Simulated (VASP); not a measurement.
**H8SO6: single point with PBE+D3(BJ)**

System: H8SO6.

```xyz
15
Lattice="6.3180 0.0000 0.0000 0.0000 6.3180 0.0000 0.0000 0.0000 6.3180" Properties=species:S:1:pos:R:3 pbc="T T T"
O     3.4651    7.9921    6.3329
O     1.6948    5.3863    4.3078
O     5.1403    3.4692    1.9961
O     2.3715    1.9923    3.3151
O    -0.2706    0.0799    8.8418
O     1.4622   -0.6200    7.2564
H     3.7664    7.1814    6.8200
H     3.0567    7.8010    5.4301
H     2.1587    4.5546    4.3980
H     1.9659    5.7008    5.1769
H     4.1563    3.6281    1.6601
H     5.8996    3.2059    1.4506
H     1.6787    2.7350    2.9503
H     3.1063    2.2292    2.6975
S     0.7201    0.5356    7.8832
```

```
Program                : VASP 6.6.1
Task                   : single point
Functional             : PBE
Dispersion             : D3(BJ)
Potentials or basis    : VASP PAW PBE potentials, release 64 (O, H, S)
Cutoff                 : 520 eV
k mesh                 : 1 × 1 × 1
Occupations            : fermi-dirac, width 0.02 eV
Spin                   : no spin polarisation
Dipole correction      : no
Further INCAR settings : ALGO = Normal; EDIFF = 1e-06; NBANDS = 38
```

The pressure is -2.9 GPa and the largest force is 4.047 eV/Å. The dispersion energy per atom is -0.032 eV.

Forces on the atoms (eV/Å):
```
O   -0.211 -0.204 -0.391
O    0.143  0.050  0.068
O   -2.620  0.562  1.181
O   -2.050  2.929 -1.895
O    0.053  0.865 -0.224
O   -0.627  2.013  0.623
H   -0.558  0.508 -1.081
H    0.813 -0.206  1.407
H    0.318 -1.231 -0.607
H   -0.353  0.909  0.707
H    3.698 -0.685 -0.365
H   -1.216  0.196 -1.077
H    1.825 -2.311  1.533
H    0.228 -0.504  0.469
S    0.556 -2.893 -0.347
```

Stress tensor (GPa, compression positive):
```
-4.82  2.14 -1.13
 2.14 -2.49  1.32
-1.13  1.32 -1.40
```

Levels at points of the mesh, in eV from the Fermi level:
```tsv
k point	band 23	band 24	band 25	band 26	band 27	band 28
(0.00, 0.00, 0.00)	-0.89	-0.64	-0.49	2.09	3.92	5.60
```

It took 11 s on 1 thread of Intel(R) Xeon(R) 6975P-C (Granite Rapids) (shared host), peak memory 0.3 GiB.

Caveat: the k points lie up to 0.99 Å⁻¹ apart; the atoms stand as in a frame of molecular dynamics.
